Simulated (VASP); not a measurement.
# Al6H in VASP: a series of runs

Runs on Al6H. Level: PBE. Tasks: single point.

All numbers are computed with VASP 6.6.1; they aren't measurements. Logs are shortened: lines on timing, memory, paths and dates and some standing lists are left out, and cuts for length are marked.

## (1) The cell of the first run

The cell holds a slab with vacuum, 14 atoms: a = 5.714 Å, b = 5.714 Å, c = 22.175 Å, α = 90.00°, β = 90.00°, γ = 90.00°.

## (2) Single point, PBE

The input, INCAR:

```
SYSTEM = Al6H
  PREC = Accurate
  ENCUT = 520
  EDIFF = 1E-6
  ISMEAR = 0
  SIGMA = 0.1
  LREAL = .False.
  LASPH = .True.
  NELM = 100
  ALGO = Normal
  ISIF = 2
  LWAVE = .False.
  LCHARG = .False.
  LDIPOL = .True.
  IDIPOL = 3
  DIPOL = 0.5 0.5 0.301
  GGA = PE
  NBANDS = 32
```

The input, KPOINTS:

```
Automatic mesh
0
Gamma
  5 5 1
  0 0 0
```

The input, POSCAR:

```
Al6H
1.0
    5.7135165837      0.0000000000      0.0000000000
    0.0000000000      5.7135165837      0.0000000000
    0.0000000000      0.0000000000     22.1746954375
Al H
12 2
Direct
    0.2500000000      0.2500000000      0.1803857921
    0.2500000000      0.7500000000      0.1803857921
    0.7500000000      0.2500000000      0.1803857921
    0.7500000000      0.7500000000      0.1803857921
    0.0000000000      0.0000000000      0.2744050924
    0.0000000000      0.5000000000      0.2744050924
    0.5000000000      0.0000000000      0.2744050924
    0.5000000000      0.5000000000      0.2744050924
    0.2500000000      0.2500000000      0.3686497278
    0.2500000000      0.7500000000      0.3686497278
    0.7500000000      0.2500000000      0.3686497278
    0.7500000000      0.7500000000      0.3686497278
    0.0000000000     -0.0656338342      0.4610974462
    0.0000000000      0.0656338342      0.4610974462
```

Potentials or basis: VASP PAW PBE potentials, release 64 (Al, H).

The run is started by

```console
$ cat potpaw_PBE.64/Al/POTCAR potpaw_PBE.64/H/POTCAR > POTCAR
$ mpirun -np 1 vasp_std > vasp.out
```

OUTCAR:

```text
SYSTEM = Al6H
   PREC = Accurate
   ENCUT = 520
   EDIFF = 1E-6
   ISMEAR = 0
   LREAL = .False.
   LASPH = .True.
   NELM = 100
   ISIF = 2
   GGA = PE

 ion  position               nearest neighbor table
   1  0.250  0.250  0.180-   2 2.86   3 2.86   2 2.86   3 2.86   7 2.90   8 2.90   5 2.90   6 2.90

   2  0.250  0.750  0.180-   1 2.86   4 2.86   1 2.86   4 2.86   7 2.90   8 2.90   5 2.90   6 2.90

   3  0.750  0.250  0.180-   1 2.86   4 2.86   4 2.86   1 2.86   7 2.90   8 2.90   5 2.90   6 2.90

   4  0.750  0.750  0.180-   2 2.86   3 2.86   3 2.86   2 2.86   7 2.90   8 2.90   5 2.90   6 2.90

   5  0.000  0.000  0.274-   6 2.86   7 2.86   6 2.86   7 2.86   1 2.90   2 2.90   3 2.90   4 2.90
                            11 2.91  12 2.91   9 2.91  10 2.91
   6  0.000  0.500  0.274-   5 2.86   8 2.86   5 2.86   8 2.86   1 2.90   2 2.90   3 2.90   4 2.90
                            11 2.91  12 2.91   9 2.91  10 2.91
   7  0.500  0.000  0.274-   5 2.86   8 2.86   8 2.86   5 2.86   1 2.90   2 2.90   3 2.90   4 2.90
                            11 2.91  12 2.91   9 2.91  10 2.91
   8  0.500  0.500  0.274-   6 2.86   7 2.86   7 2.86   6 2.86   1 2.90   2 2.90   3 2.90   4 2.90
                            11 2.91  12 2.91   9 2.91  10 2.91
   9  0.250  0.250  0.369-  10 2.86  11 2.86  10 2.86  11 2.86   5 2.91   6 2.91   7 2.91   8 2.91

  10  0.250  0.750  0.369-   9 2.86  12 2.86   9 2.86  12 2.86   5 2.91   6 2.91   7 2.91   8 2.91

  11  0.750  0.250  0.369-   9 2.86  12 2.86  12 2.86   9 2.86   5 2.91   6 2.91   7 2.91   8 2.91

  12  0.750  0.750  0.369-  10 2.86  11 2.86  11 2.86  10 2.86   5 2.91   6 2.91   7 2.91   8 2.91

  13  0.000  0.934  0.461-  14 0.75
  14  0.000  0.066  0.461-  13 0.75

  LATTYP: Found a simple tetragonal cell.
 ALAT       =     5.7135165837
 C/A-ratio  =     3.8810940885

  Lattice vectors:

 A1 = (   5.7135165837,   0.0000000000,   0.0000000000)
 A2 = (   0.0000000000,   5.7135165837,   0.0000000000)
 A3 = (   0.0000000000,   0.0000000000,  22.1746954375)

Analysis of symmetry for initial positions (statically):
=====================================================================
 Subroutine PRICEL returns:
 Original cell was already a primitive cell.

 Routine SETGRP: Setting up the symmetry group for a
 simple tetragonal supercell.

 Subroutine GETGRP returns: Found  4 space group operations
 (whereof  4 operations were pure point group operations)
 out of a pool of 16 trial point group operations.

The static configuration has the point symmetry C_2v.

Analysis of symmetry for dynamics (positions and initial velocities):
=====================================================================
 Subroutine PRICEL returns:
 Original cell was already a primitive cell.

 Routine SETGRP: Setting up the symmetry group for a
 simple tetragonal supercell.

 Subroutine GETGRP returns: Found  4 space group operations
 (whereof  4 operations were pure point group operations)
 out of a pool of 16 trial point group operations.

The dynamic configuration has the point symmetry C_2v.

 Subroutine INISYM returns: Found  4 space group operations
 (whereof  4 operations are pure point group operations),
 and found     1 'primitive' translations

----------------------------------------------------------------------------------------

                                     Primitive cell

  volume of cell :     723.8768

  direct lattice vectors                    reciprocal lattice vectors
     5.713516584  0.000000000  0.000000000     0.175023558  0.000000000  0.000000000
     0.000000000  5.713516584  0.000000000     0.000000000  0.175023558  0.000000000
     0.000000000  0.000000000 22.174695437     0.000000000  0.000000000  0.045096448

  length of vectors
     5.713516584  5.713516584 22.174695437     0.175023558  0.175023558  0.045096448

  position of ions in fractional coordinates (direct lattice)
     0.250000000  0.250000000  0.180385792
     0.250000000  0.750000000  0.180385792
     0.750000000  0.250000000  0.180385792
     0.750000000  0.750000000  0.180385792
     0.000000000  0.000000000  0.274405092
     0.000000000  0.500000000  0.274405092
     0.500000000  0.000000000  0.274405092
     0.500000000  0.500000000  0.274405092
     0.250000000  0.250000000  0.368649728
     0.250000000  0.750000000  0.368649728
     0.750000000  0.250000000  0.368649728
     0.750000000  0.750000000  0.368649728
     0.000000000  0.934366166  0.461097446
     0.000000000  0.065633834  0.461097446

  ion indices of the primitive-cell ions
   primitive index   ion index
                 1           1
                 2           2
                 3           3
                 4           4
                 5           5
                 6           6
                 7           7
                 8           8
                 9           9
                10          10
                11          11
                12          12
                13          13
                14          14

----------------------------------------------------------------------------------------

 KPOINTS: Automatic mesh

Automatic generation of k-mesh.
 Grid dimensions read from file:
 generate k-points for:    5    5    1

 Generating k-lattice:

  Cartesian coordinates                     Fractional coordinates (reciprocal lattice)
     0.035004712  0.000000000  0.000000000     0.200000000  0.000000000  0.000000000
     0.000000000  0.035004712  0.000000000     0.000000000  0.200000000  0.000000000
     0.000000000  0.000000000  0.045096448     0.000000000  0.000000000  1.000000000

  Length of vectors
     0.035004712  0.035004712  0.045096448

  Shift w.r.t. Gamma in fractional coordinates (k-lattice)
     0.000000000  0.000000000  0.000000000

 Subroutine IBZKPT returns following result:
 ===========================================

 Found      9 irreducible k-points:

 Following reciprocal coordinates:
            Coordinates               Weight
  0.000000  0.000000  0.000000      1.000000
  0.200000  0.000000  0.000000      2.000000
  0.000000  0.200000  0.000000      2.000000
  0.400000  0.000000  0.000000      2.000000
  0.000000  0.400000  0.000000      2.000000
  0.200000  0.200000  0.000000      4.000000
  0.400000  0.200000  0.000000      4.000000
 -0.200000  0.400000  0.000000      4.000000
  0.400000  0.400000  0.000000      4.000000
   k-points           NKPTS =      9   k-points in BZ     NKDIM =      9   number of bands    NBANDS=     32
   number of dos      NEDOS =    301   number of ions     NIONS =     14
   total plane-waves  NPLWV = 296352
   dimension x,y,z NGX =    42 NGY =   42 NGZ =  168
   dimension x,y,z NGXF=    84 NGYF=   84 NGZF=  336
   ions per type =              12   2
   NGX,Y,Z   is equivalent  to a cutoff of  12.22, 12.22, 12.60 a.u.
   NGXF,Y,Z  is equivalent  to a cutoff of  24.44, 24.44, 25.19 a.u.
 SYSTEM =  Al6H
   PREC   = accura    normal or accurate (medium, high low for compatibility)
   ISTART =      0    job   : 0-new  1-cont  2-samecut
   ICHARG =      2    charge: 1-file 2-atom 10-const
   ISPIN  =      1    spin polarized calculation?
   LNONCOLLINEAR =      F non collinear calculations
   LSORBIT =      F    spin-orbit coupling
   LASPH  =      T    aspherical Exc in radial PAW
   ENCUT  =  520.0 eV  38.22 Ry    6.18 a.u.  10.62 10.62 41.23*2*pi/ulx,y,z
   NELM   =    100;   NELMIN=  2; NELMDL= -5     # of ELM steps
   EDIFF  = 0.1E-05   stopping-criterion for ELM
   LREAL  =      F    real-space projection
   EDIFFG = 0.1E-04   stopping-criterion for IOM
   NSW    =      0    number of steps for IOM
   IBRION =     -1    ionic relax: 0-MD 1-quasi-New 2-CG
   NFREE  =      0    steps in history (QN), initial steepest desc. (CG)
   ISIF   =      2    stress and relaxation
   ISYM   =      2    0-nonsym 1-usesym 2-fastsym
   POTIM  = 0.5000    time-step for ionic-motion
   TEBEG  =    0.0;   TEEND  =   0.0 temperature during run
   PSTRESS=    0.0 pullay stress
   NELECT =      38.0000    total number of electrons
   NUPDOWN=      -1.0000    fix difference up-down
   EMIN   =  10.00;   EMAX   =-10.00  energy-range for DOS
   EFERMI =   0.00;   METHOD = LEGACY
   ISMEAR =     0;   SIGMA  =   0.10  broadening in eV -4-tet -1-fermi 0-gaus
   EFERMI_NEDOS =   21; number of points for ismear=-14 and -15
   IALGO  =     38    algorithm
   IMIX   =      4    mixing-type and parameters
     AMIX     =   0.40;   BMIX     =  1.00
     AMIX_MAG =   1.60;   BMIX_MAG =  1.00
  volume/ion in A,a.u.               =      51.71       348.93
  Fermi-wavevector in a.u.,A,eV,Ry     =   0.612982  1.158368  5.112350  0.375747
  Thomas-Fermi vector in A             =   1.669467
   LORBIT       =      0    0 simple, 1 ext, 2 COOP (PROOUT), +10 PAW based schemes
   GGA     = PE    functional components
   LHFCALC =     F    Hartree Fock is set to
   AEXX    =    0.0000 exact exchange contribution
   IVDW    =     0    specifies the selected vdW correction
   LEPSILON=     F    determine dielectric tensor
   LRPA    =     F    only Hartree local field effects (RPA)
 non-spin polarized calculation
 Gauss-broadening in eV      SIGMA  =   0.10
  energy-cutoff  :      520.00
  volume of cell :      723.88
 maximum number of plane-waves:     19525
   NGX = 21   NGY = 21   NGZ = 83

 dipolmoment           0.000000      0.000000      0.017826 electrons x Angstroem

 number of electron      37.9999999 magnetization

 dipolmoment           0.000000      0.000000     -0.035053 electrons x Angstroem

 Free energy of the ion-electron system (eV)
  ---------------------------------------------------
  ext. energy  EPLUGINS =         0.00000000
  ---------------------------------------------------
  free energy    TOTEN  =       -47.66851942 eV

  energy without entropy =      -47.64843426  energy(sigma->0) =      -47.65847684

 E-fermi :  -0.8952     XC(G=0):  -3.8303

 val. band max:       -0.8958279224   @ k =   0.0000   0.0000   0.0000
 cond. band min:      -0.8791628824   @ k =   0.0000   0.0000   0.0000
 fundamental gap:      0.0166650400
 Fermi energy:        -0.8952216566

 k-point     1 :       0.0000    0.0000    0.0000
  band No.  band energies     occupation
      1     -10.9924      2.00000
      2      -9.0459      2.00000
      3      -7.8204      2.00000
      4      -6.5909      2.00000
      5      -6.5884      2.00000
      6      -6.4659      2.00000
[... 23 lines left out ...]
     30       2.0687      0.00000
     31       2.1700      0.00000

 k-point     2 :       0.2000    0.0000    0.0000
  band No.  band energies     occupation
      1     -10.8124      2.00000
      2      -8.8930      2.00000
      3      -8.1574      2.00000
      4      -7.7402      2.00000
      5      -6.4170      2.00000
      6      -6.2883      2.00000
[... 23 lines left out ...]
     30       1.9044      0.00000
     31       2.4218      0.00000

 k-point     3 :       0.0000    0.2000    0.0000
  band No.  band energies     occupation
      1     -10.8123      2.00000
      2      -8.8916      2.00000
      3      -8.1551      2.00000
      4      -7.7437      2.00000
      5      -6.4144      2.00000
      6      -6.2868      2.00000
[... 193 lines left out ...]
     30       2.4541      0.00000
     31       2.6980      0.00000

 k-point     9 :       0.4000    0.4000    0.0000
  band No.  band energies     occupation
      1      -9.5619      2.00000
      2      -8.7270      2.00000
      3      -8.6466      2.00000
      4      -8.1306      2.00000
      5      -7.7370      2.00000
      6      -7.2815      2.00000
[... 23 lines left out ...]
     30       2.1366      0.00000
     31       2.5518      0.00000
 [bands above 31 left out]

------------------------ aborting loop because EDIFF is reached ----------------------------------------

 vacuum level on the upper side and lower side of the slab       (xc-potential included)        -0.106         0.086

  FORCE on cell =-STRESS in cart. coord.  units (eV):
  Direction    XX          YY          ZZ          XY          YZ          ZX
  --------------------------------------------------------------------------------------
  -------------------------------------------------------------------------------------
  Total       -6.8030297     -6.5725751      0.8452944      0.0000000      0.0000000      0.0000000
  in kB      -15.0573416    -14.5472698      1.8709144      0.0000000      0.0000000      0.0000000
  external PRESSURE =      -9.2445657 kB  Pullay stress =       0.0000000 kB

 VOLUME and BASIS-vectors are now :
 -----------------------------------------------------------------------------
  energy-cutoff  :      520.00
  volume of cell :      723.88
      direct lattice vectors                 reciprocal lattice vectors
     5.713516584  0.000000000  0.000000000     0.175023558  0.000000000  0.000000000
     0.000000000  5.713516584  0.000000000     0.000000000  0.175023558  0.000000000
     0.000000000  0.000000000 22.174695437     0.000000000  0.000000000  0.045096448

 POSITION                                       TOTAL-FORCE (eV/Angst)
 -----------------------------------------------------------------------------------
      1.42838      1.42838      4.00000         0.001681      0.007302      0.028150
      1.42838      4.28514      4.00000         0.001681     -0.007302      0.028150
      4.28514      1.42838      4.00000        -0.001681      0.007302      0.028150
      4.28514      4.28514      4.00000        -0.001681     -0.007302      0.028150
      0.00000      0.00000      6.08485         0.000000      0.000000      0.025430
      0.00000      2.85676      6.08485         0.000000      0.000000     -0.033138
      2.85676      0.00000      6.08485         0.000000      0.000000     -0.037527
      2.85676      2.85676      6.08485         0.000000      0.000000      0.051721
      1.42838      1.42838      8.17470         0.140846      0.151002     -0.196316
      1.42838      4.28514      8.17470         0.140846     -0.151002     -0.196316
      4.28514      1.42838      8.17470        -0.140846      0.151002     -0.196316
      4.28514      4.28514      8.17470        -0.140846     -0.151002     -0.196316
      0.00000      5.33852     10.22470         0.000000     -0.318166      0.333088
      0.00000      0.37500     10.22470         0.000000      0.318166      0.333088
 -----------------------------------------------------------------------------------
    total drift:                               -0.000000     -0.000000     -0.000324

  FREE ENERGIE OF THE ION-ELECTRON SYSTEM (eV)
  ---------------------------------------------------
  free  energy   TOTEN  =       -47.6685194244 eV

  energy  without entropy=      -47.6484342556  energy(sigma->0) =      -47.65847684

 vacuum level on the upper side and lower side of the slab         3.378         3.574
```

Wall time 4.3 min (1 thread of Intel Xeon Platinum 8488C (Sapphire Rapids), shared host); peak memory 0.67 GiB.

What came out:

| Property | Result |
| --- | --- |
| Free energy | -47.6685 eV |
| Largest force | 0.461 eV/Å |
| Band gap on the k mesh | zero (band 19 reaches -0.37 eV, above the bottom of band 20 at -0.98 eV) |

Forces in eV/Å, atoms in the order of the input:
```
Al   0.002  0.007  0.028
Al   0.002 -0.007  0.028
Al  -0.002  0.007  0.028
Al  -0.002 -0.007  0.028
Al   0.000  0.000  0.025
Al   0.000  0.000 -0.033
Al   0.000  0.000 -0.038
Al   0.000  0.000  0.052
Al   0.141  0.151 -0.196
Al   0.141 -0.151 -0.196
Al  -0.141  0.151 -0.196
Al  -0.141 -0.151 -0.196
H    0.000 -0.318  0.333
H    0.000  0.318  0.333
```

(Part 1 of 2 ends here.)
